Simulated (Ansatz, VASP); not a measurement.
# One calculation of Hf2N, two programs

```
Hf N
1.0
     5.61981    0.00000    0.00000
     0.00000    5.25216    0.00000
     0.00000    0.00000    3.20058
Hf N
4 2
Cartesian
  1.8152 1.4065 0.0000
  3.8046 3.8456 0.0000
  4.6251 1.2195 1.6003
  0.9947 4.0326 1.6003
  0.0000 0.0000 0.0000
  2.8099 2.6261 1.6003
```

Change from the starting cell: mode 4 frozen in at +0.205 Å, normal strain along x +0.0700.

Alike in both runs: task single point; functional LDA; k mesh 8 × 8 × 12; occupations gaussian, width 0.15 eV; no spin polarisation.

```csv
,VASP,Ansatz
version,VASP 6.6.1,Ansatz 0.2.0
potentials or method,"VASP PAW LDA potentials, release 64 (Hf_pv, N), cutoff 520 eV","scalar-relativistic, plane waves, PAW"
valence electrons in the cell,50,114
```

Ansatz gave:

- gap on the k mesh at the Fermi level (eV): none
- pressure (GPa): -13.2
- traceless stress, the component that is largest in VASP (GPa): 4.45
- rms of the force components (eV/Å): 0.121

Task: Estimate VASP's values.

Result: gap on the k mesh at the Fermi level (eV): none; pressure (GPa): -13.6; traceless stress, the component that is largest in VASP (GPa): 4.40; rms of the force components (eV/Å): 0.126.

Ansatz warns that its potentials were made for another functional, while VASP's fit it. LDA's correlation is that of Perdew and Zunger in VASP and of Perdew and Wang (1992) in Ansatz. Atom by atom the forces differ by 0.007 eV/Å (rms over components). A gap of «none» marks a metal or a gap that the smearing closes. VASP's potentials hold 50 valence electrons a cell and Ansatz's 114, so a difference there can come from the potentials and not from the codes.

Spin-orbit coupling is off throughout.
